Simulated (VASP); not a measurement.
# TaRu (P4/mmm) in VASP: a series of runs, part 2 of 2

VASP 6.6.1.

## Step 4: Single point, LDA (volume scaled by 1.06)

The input, INCAR:

```
SYSTEM = TaRu
  PREC = Accurate
  ENCUT = 520
  EDIFF = 1E-6
  ISMEAR = -1
  SIGMA = 0.05
  LREAL = .FALSE.
  LASPH = .TRUE.
  NELM = 80
  ALGO = Normal
  ISIF = 2
  LWAVE = .FALSE.
  LCHARG = .FALSE.
  GGA = CA
  NBANDS = 20
```

The input, KPOINTS:

```
Automatic mesh
0
G
  11 11 10
  0 0 0
```

The input, POSCAR:

```
TaRu
1.0
    3.1128779469      0.0000000000      0.0000000000
    0.0000000000      3.1128779469      0.0000000000
    0.0000000000      0.0000000000      3.4554678552
Ta Ru
1 1
Direct
    0.5000000000      0.5000000000      0.5000000000
    0.0000000000      0.0000000000      0.0000000000
```

Potentials or basis: VASP PAW LDA potentials, release 64 (Ta_pv, Ru_pv).

Launch:

```sh
$ cat potpaw_LDA.64/Ta_pv/POTCAR potpaw_LDA.64/Ru_pv/POTCAR > POTCAR
$ mpirun -np 1 vasp_std > vasp.out
```

OUTCAR:

```text
SYSTEM = TaRu
   PREC = Accurate
   ENCUT = 520
   EDIFF = 1E-6
   ISMEAR = -1
   LREAL = .FALSE.
   LASPH = .TRUE.
   NELM = 80
   ISIF = 2
   GGA = CA

 ion  position               nearest neighbor table
   1  0.500  0.500  0.500-   2 2.80   2 2.80   2 2.80   2 2.80   2 2.80   2 2.80   2 2.80   2 2.80

   2  0.000  0.000  0.000-   1 2.80   1 2.80   1 2.80   1 2.80   1 2.80   1 2.80   1 2.80   1 2.80

  LATTYP: Found a simple tetragonal cell.
 ALAT       =     3.1128779469
 C/A-ratio  =     1.1100556829

  Lattice vectors:

 A1 = (   3.1128779469,   0.0000000000,   0.0000000000)
 A2 = (   0.0000000000,   3.1128779469,   0.0000000000)
 A3 = (   0.0000000000,   0.0000000000,   3.4554678552)

Analysis of symmetry for initial positions (statically):
=====================================================================
 Subroutine PRICEL returns:
 Original cell was already a primitive cell.

 Routine SETGRP: Setting up the symmetry group for a
 simple tetragonal supercell.

 Subroutine GETGRP returns: Found 16 space group operations
 (whereof 16 operations were pure point group operations)
 out of a pool of 16 trial point group operations.

The static configuration has the point symmetry D_4h.

Analysis of symmetry for dynamics (positions and initial velocities):
=====================================================================
 Subroutine PRICEL returns:
 Original cell was already a primitive cell.

 Routine SETGRP: Setting up the symmetry group for a
 simple tetragonal supercell.

 Subroutine GETGRP returns: Found 16 space group operations
 (whereof 16 operations were pure point group operations)
 out of a pool of 16 trial point group operations.

The dynamic configuration has the point symmetry D_4h.

 Subroutine INISYM returns: Found 16 space group operations
 (whereof 16 operations are pure point group operations),
 and found     1 'primitive' translations

[... 108 lines left out ...]
   EFERMI =   0.00;   METHOD = LEGACY
   ISMEAR =    -1;   SIGMA  =   0.05  broadening in eV -4-tet -1-fermi 0-gaus
   EFERMI_NEDOS =   21; number of points for ismear=-14 and -15
   IALGO  =     38    algorithm
   IMIX   =      4    mixing-type and parameters
     AMIX     =   0.40;   BMIX     =  1.00
     AMIX_MAG =   1.60;   BMIX_MAG =  1.00
  volume/ion in A,a.u.               =      16.74       112.98
  Fermi-wavevector in a.u.,A,eV,Ry     =   1.485176  2.806575 30.011006  2.205747
  Thomas-Fermi vector in A             =   2.598620
   LORBIT       =      0    0 simple, 1 ext, 2 COOP (PROOUT), +10 PAW based schemes
   GGA     = CA    functional components
   LHFCALC =     F    Hartree Fock is set to
   AEXX    =    0.0000 exact exchange contribution
   IVDW    =     0    specifies the selected vdW correction
   LEPSILON=     F    determine dielectric tensor
   LRPA    =     F    only Hartree local field effects (RPA)
 non-spin polarized calculation
  energy-cutoff  :      520.00
  volume of cell :       33.48
 maximum number of plane-waves:       929
 NGX is ok and might be reduce to    24
   NGX = 11   NGY = 11   NGZ = 13

 number of electron      24.9999999 magnetization

 Free energy of the ion-electron system (eV)
  ---------------------------------------------------
  ext. energy  EPLUGINS =         0.00000000
  ---------------------------------------------------
  free energy    TOTEN  =       -23.84548221 eV

  energy without entropy =      -23.82526276  energy(sigma->0) =      -23.83537249

 E-fermi :   8.4716     XC(G=0): -13.1659

 val. band max:        8.4579836260   @ k =   0.4545   0.0909   0.2000
 cond. band min:       8.4718029571   @ k =   0.3636   0.1818   0.0000
 fundamental gap:      0.0138193311
 Fermi energy:         8.4715868165

 k-point     1 :       0.0000    0.0000    0.0000
  band No.  band energies     occupation
      1     -34.1646      2.00000
      2     -34.1467      2.00000
      3     -34.1467      2.00000
      4     -26.3202      2.00000
      5     -26.1991      2.00000
      6     -26.1991      2.00000
[... 541 lines left out ...]
     19      17.0460      0.00000
     20      18.7383      0.00000

 [... further k-points ...]

------------------------ aborting loop because EDIFF is reached ----------------------------------------

  FORCE on cell =-STRESS in cart. coord.  units (eV):
  Direction    XX          YY          ZZ          XY          YZ          ZX
  --------------------------------------------------------------------------------------
  -------------------------------------------------------------------------------------
  Total       -4.7465444     -4.7465444     -4.3820826      0.0000000      0.0000000      0.0000000
  in kB     -227.1208911   -227.1208911   -209.6814933      0.0000000      0.0000000      0.0000000
  external PRESSURE =    -221.3077585 kB  Pullay stress =       0.0000000 kB

 VOLUME and BASIS-vectors are now :
 -----------------------------------------------------------------------------
  energy-cutoff  :      520.00
  volume of cell :       33.48
      direct lattice vectors                 reciprocal lattice vectors
     3.112877947  0.000000000  0.000000000     0.321246132  0.000000000  0.000000000
     0.000000000  3.112877947  0.000000000     0.000000000  0.321246132  0.000000000
     0.000000000  0.000000000  3.455467855     0.000000000  0.000000000  0.289396412

 POSITION                                       TOTAL-FORCE (eV/Angst)
 -----------------------------------------------------------------------------------
      1.55644      1.55644      1.72773         0.000000      0.000000      0.000000
      0.00000      0.00000      0.00000         0.000000      0.000000      0.000000
 -----------------------------------------------------------------------------------
    total drift:                                0.000000      0.000000     -0.000000

  FREE ENERGIE OF THE ION-ELECTRON SYSTEM (eV)
  ---------------------------------------------------
  free  energy   TOTEN  =       -23.8454822121 eV

  energy  without entropy=      -23.8252627634  energy(sigma->0) =      -23.83537249
```

stdout:

```text
POSCAR found type information on POSCAR TaRu
 POSCAR found :  2 types and       2 ions
 scaLAPACK will be used
 LDA part: xc-table for (Slater(with rela. corr.)+CA(PZ))
 , standard interpolation
 POSCAR, INCAR and KPOINTS ok, starting setup
 FFT: planning ... GRIDC
 FFT: planning ... GRID_SOFT
 FFT: planning ... GRID
 WAVECAR not read
 entering main loop
```

It took 22 s on 1 thread of Intel Xeon 6975P-C (Granite Rapids), shared host; peak memory 0.18 GiB.

Results:

```
Free energy : -23.8455 eV
Pressure    : -22.1 GPa
```

Stress tensor (GPa, compression positive):
```
-22.71   0.00   0.00
  0.00 -22.71   0.00
  0.00   0.00 -20.97
```

Caveat: spin-orbit coupling is left out, which moves the levels of the heavy elements.

## Step 5: The runs side by side

```csv
cell,gap on the mesh (eV),pressure (GPa)
"a = 3.043, b = 3.043, c = 3.378 Å, 2 atoms",none,-7.0
"a = 3.073, b = 3.073, c = 3.411 Å, 2 atoms",none,-14.2
"a = 3.113, b = 3.113, c = 3.455 Å, 2 atoms",none,-22.1
```

Alike in all rows: task single point; level LDA; potentials or basis VASP PAW LDA potentials, release 64 (Ta_pv, Ru_pv); no spin polarisation; k mesh 11 × 11 × 10; cutoff (eV) 520; smearing fermi-dirac 0.05 eV.

Caveats: spin-orbit coupling is left out, which moves the levels of the heavy elements.

Total energies depend on the potentials used, so only differences within one code and one set of settings carry meaning.
